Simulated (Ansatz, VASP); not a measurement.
# ZnCu2SnSe4: VASP beside Ansatz

```
Sn Se Zn Cu
1.0
    -2.94335    2.94335    5.73983
     2.94335   -2.94335    5.73983
     2.94335    2.94335   -5.73983
Sn Se Zn Cu
1 4 1 2
Cartesian
  0.0000 0.0000 5.7398
  4.4723 1.3745 1.4921
  -1.5290 1.5689 7.2320
  1.3745 1.4144 -1.4921
  1.5689 1.5290 4.2477
  0.0000 2.9433 2.8699
  0.0000 0.0000 0.0000
  2.9433 0.0000 2.8699
```

Alike in both runs: functional PBEsol; k mesh 6 × 6 × 6; occupations fermi-dirac, width 0.05 eV; no spin polarisation.

|  | VASP | Ansatz |
| --- | --- | --- |
| version | VASP 6.6.1 | Ansatz 0.2.0 |
| potentials or method | VASP PAW PBE potentials, release 64 (Sn_d, Se, Zn, Cu) | Ansatz PAW |
| plane-wave cutoff (eV) | 520 | 420 |
| valence electrons in the cell | 72 | 128 |
| task | single point | band structure |

VASP gave:

| Property | Result |
| --- | --- |
| gap on the k mesh at the Fermi level (eV) | 0.09 |
| least direct gap on the mesh (eV) | 0.09 |
| pressure (GPa) | -4.7 |
| traceless stress, the component that is largest in VASP (GPa) | 0.52 |
| rms of the force components (eV/Å) | 0.034 |

**Question.** What did Ansatz give for the same quantities?

**Answer.** gap on the k mesh at the Fermi level (eV): 0.09; least direct gap on the mesh (eV): 0.09; pressure (GPa): -4.9; traceless stress, the component that is largest in VASP (GPa): 0.53; rms of the force components (eV/Å): 0.039.

VASP's potentials were made for PBE, not for PBEsol. Atom by atom the forces differ by 0.007 eV/Å (rms over components). VASP's potentials hold 72 valence electrons a cell and Ansatz's 128, so a difference there can come from the potentials and not from the codes.

Noted on Ansatz's run: the k mesh misses the band edges, so the gap on the mesh is wider than the one along the path.
